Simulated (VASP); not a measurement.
Write the native input for VASP 6.6.1 that does the following.

```
Task                   : relaxation of cell and atoms
Functional             : PBE
Potentials or basis    : VASP PAW PBE potentials, release 64 (Cr_pv, W_sv)
Cutoff                 : 600 eV
k mesh                 : 12 × 12 × 12
Occupations            : gaussian, width 0.1 eV
Spin                   : no spin polarisation
Dipole correction      : no
Further INCAR settings : ALGO = Fast; EDIFF = 1e-06; IBRION = 2; EDIFFG = -0.01; NSW = 100; ISIF = 3
```

The structure of Cr3W lies in POSCAR:

```
Cr3W
1.0
    3.7440133664      0.0000000000      0.0000000000
    0.0000000000      3.7440133664      0.0000000000
    0.0000000000      0.0000000000      3.7440133664
Cr W
3 1
Direct
    0.0000000000      0.5000000000      0.5000000000
    0.5000000000      0.0000000000      0.5000000000
    0.5000000000      0.5000000000      0.0000000000
    0.0000000000      0.0000000000      0.0000000000
```

These files were run (other wordings do the same):

INCAR

```
SYSTEM = Cr3W
  ALGO = Fast
  EDIFF = 1E-6
  EDIFFG = -0.01
  ENCUT = 600
  GGA = PE
  IBRION = 2
  ISIF = 3
  ISMEAR = 0
  LASPH = .True.
  LCHARG = .False.
  LREAL = .False.
  LWAVE = .False.
  NELM = 60
  NSW = 100
  PREC = Accurate
  SIGMA = 0.1
```

KPOINTS

```
k-points
0
Gamma
  12 12 12
  0 0 0
```

Potentials or basis: VASP PAW PBE potentials, release 64 (Cr_pv, W_sv).

The run is started by

```console
$ cat potpaw_PBE.64/Cr_pv/POTCAR potpaw_PBE.64/W_sv/POTCAR > POTCAR
$ mpirun -np 1 vasp_std > vasp.out
```

Results of the run:

```json
{"Relaxed volume": "13.10 Å³/atom", "Relaxed cell": "a = 3.742 Å, b = 3.742 Å, c = 3.742 Å, α = 90.00°, β = 90.00°, γ = 90.00°", "Space group after relaxing (to 0.05 Å)": "Pm-3m (No. 221)", "Energy gained by relaxing": "0.0 meV/atom", "Ionic steps": "3", "Pressure after relaxing": "-0.1 GPa", "Band gap on the k mesh": "zero (band 25 reaches 11.63 eV, above the bottom of band 26 at 9.97 eV)"}
```

Caveat: spin-orbit coupling is left out, which moves the levels of the heavy elements.

It took 4.3 min on 1 thread of Intel(R) Xeon(R) Platinum 8559C (Emerald Rapids) (shared host), peak memory 0.28 GiB.
